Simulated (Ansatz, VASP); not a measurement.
# SiMo3: VASP beside Ansatz

The input INCAR:

```
SYSTEM = SiMo3
PREC     = Accurate       ! precision mode
ENCUT    = 520            ! plane-wave cutoff, eV
EDIFF    = 1E-6           ! SCF threshold, eV
ISMEAR   = 0              ! smearing method
SIGMA    = 0.15           ! smearing width, eV
LREAL    = .False.        ! projectors in reciprocal space
LASPH    = .True.         ! aspherical terms in the spheres
NELM     = 100            ! most SCF steps
ALGO     = Fast           ! electronic algorithm
ISIF     = 2              ! what is computed and relaxed
LWAVE    = .False.        ! write WAVECAR
LCHARG   = .False.        ! write CHGCAR
GGA      = PE             ! functional
NBANDS   = 56             ! bands
KPAR     = 4
```

File KPOINTS:

```
Automatic mesh
0
Gamma
  8 8 8
  0 0 0
```

The input POSCAR:

```
SiMo3
1.0
    4.8100868645     -0.0130579735      0.1095839054
   -0.0130579735      4.8966889760     -0.0491283617
    0.1095839054     -0.0491283617      4.9232730183
Si Mo
2 6
Direct
   -0.0493902867     -0.0534733958      0.0290395328
    0.4852800738      0.5544642382      0.5722390682
    0.2436518542     -0.0346145733      0.5064976010
    0.5324157983      0.7594822361     -0.0315565390
    0.8116903905     -0.0036448261      0.5586392399
    0.5732124920      0.2984073965     -0.0332849931
   -0.1277545600      0.5091620823      0.6132645257
    0.0308942379      0.4702168421      0.2851615645
```

Input for Ansatz:

```yaml
crystal:
  lattice:
    - [4.8100868645, -0.0130579735, 0.1095839054]
    - [-0.0130579735, 4.896688976, -0.0491283617]
    - [0.1095839054, -0.0491283617, 4.9232730183]
  atoms:
    - { symbol: Si, position: [-0.0493902867, -0.0534733958, 0.0290395328] }
    - { symbol: Si, position: [0.4852800738, 0.5544642382, 0.5722390682] }
    - { symbol: Mo, position: [0.2436518542, -0.0346145733, 0.506497601] }
    - { symbol: Mo, position: [0.5324157983, 0.7594822361, -0.031556539] }
    - { symbol: Mo, position: [0.8116903905, -0.0036448261, 0.5586392399] }
    - { symbol: Mo, position: [0.573212492, 0.2984073965, -0.0332849931] }
    - { symbol: Mo, position: [-0.12775456, 0.5091620823, 0.6132645257] }
    - { symbol: Mo, position: [0.0308942379, 0.4702168421, 0.2851615645] }
basis:
  ecutwfc: 420
kpoints:
  mp_grid: { grid: [8, 8, 8] }
hamiltonian:
  xc: pbe
scf:
  occupations: { method: gaussian, width: 0.15 }
output:
  forces: true
  stress: true
  eigenvalues: true
```

Change from the starting cell: all atoms moved at random (sigma 0.3 Å a component), cell strained at random (sigma 0.03).

Alike in both runs: task single point; functional PBE; k mesh 8 × 8 × 8; occupations gaussian, width 0.15 eV; no spin polarisation.

|  | VASP | Ansatz |
| --- | --- | --- |
| version | VASP 6.6.1 | Ansatz 0.2.0 |
| potentials or method | VASP PAW PBE potentials, release 64 (Si, Mo_sv), cutoff 520 eV | scalar-relativistic, plane waves, PAW |
| valence electrons in the cell | 92 | 92 |

Ansatz gave:

```
gap on the k mesh at the Fermi level (eV)                     : none
pressure (GPa)                                                : 73.9
traceless stress, the component that is largest in VASP (GPa) : -24.22
rms of the force components (eV/Å)                            : 8.632
```

What did VASP give for the same quantities?

gap on the k mesh at the Fermi level (eV): none; pressure (GPa): 75.3; traceless stress, the component that is largest in VASP (GPa): -25.07; rms of the force components (eV/Å): 8.802.

Atom by atom the forces differ by 0.227 eV/Å (rms over components). A gap of «none» marks a metal or a gap that the smearing closes. Both programs put the cell under a high pressure, so it lies far from rest at this level.

Noted on VASP's run: the cell as given lies far from equilibrium.
